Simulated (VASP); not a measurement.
Write the native input for VASP 6.6.1 that does the following.

* Task: single point
* Functional: PBE
* Potentials or basis: VASP PAW PBE potentials, release 64 (Tc_pv, Al)
* Cutoff: 520 eV
* k mesh: 4 × 4 × 1
* Occupations: gaussian, width 0.1 eV
* Spin: no spin polarisation
* Dipole correction: no
* Further INCAR settings: ALGO = Normal; EDIFF = 1e-06; NBANDS = 92

The structure of AlTc12 lies in POSCAR:

```
AlTc12
1.0
    5.4800000000      0.0000000000      0.0000000000
    2.7400000000      4.7458190000      0.0000000000
    0.0000000000      0.0000000000     15.3949600000
Tc Al
12 1
Direct
    0.0000000000      0.0000000000      0.0649563234
    0.5000000000      0.0000000000      0.0649563234
   -0.0000000527      0.5000001054      0.0649563234
    0.4999999473      0.5000001054      0.0649563234
   -0.1633081403      0.3268297843      0.1993957113
    0.3341278679      0.3318862350      0.2022877617
   -0.1670267629      0.8329162996      0.2020532044
    0.3341734909      0.8327803905      0.2020689888
    0.0041505678     -0.0084777780      0.3453565972
    0.4979274915      0.0035096155      0.3403322906
   -0.0103857964      0.4916489651      0.3406128369
    0.5191564089      0.4913185690      0.3406462894
    0.2145639127      0.5710656053      0.4700881977
```

These files were run (other wordings do the same):

INCAR

```
PREC     = Accurate       # precision mode
ENCUT    = 520            # plane-wave cutoff, eV
EDIFF    = 1E-6           # SCF threshold, eV
ISMEAR   = 0              # smearing method
SIGMA    = 0.1            # smearing width, eV
LREAL    = F              # projectors in reciprocal space
LASPH    = T              # aspherical terms in the spheres
NELM     = 60             # most SCF steps
ALGO     = Normal         # electronic algorithm
ISIF     = 2              # what is computed and relaxed
LWAVE    = F              # write WAVECAR
LCHARG   = T              # write CHGCAR
GGA      = PE             # functional
LELF     = T              # ELF
LVHAR    = T            
NBANDS   = 92             # bands
```

KPOINTS

```
Automatic mesh
0
Gamma
  4 4 1
```

Potentials or basis: VASP PAW PBE potentials, release 64 (Tc_pv, Al).

Run with:

```console
$ cat potpaw_PBE.64/Tc_pv/POTCAR potpaw_PBE.64/Al/POTCAR > POTCAR
$ mpirun -np 1 vasp_std > vasp.out
```

Results of the run:

```json
{
  "Largest force": "0.205 eV/Å",
  "Band gap on the k mesh": "zero (an odd number of electrons rules out a gap without spin polarisation)"
}
```

Caveat: there is no dipole correction, which matters where the two faces differ.

Wall time 63 min on 1 thread of Intel Xeon 8259CL, on a shared host, peak memory 0.64 GiB.
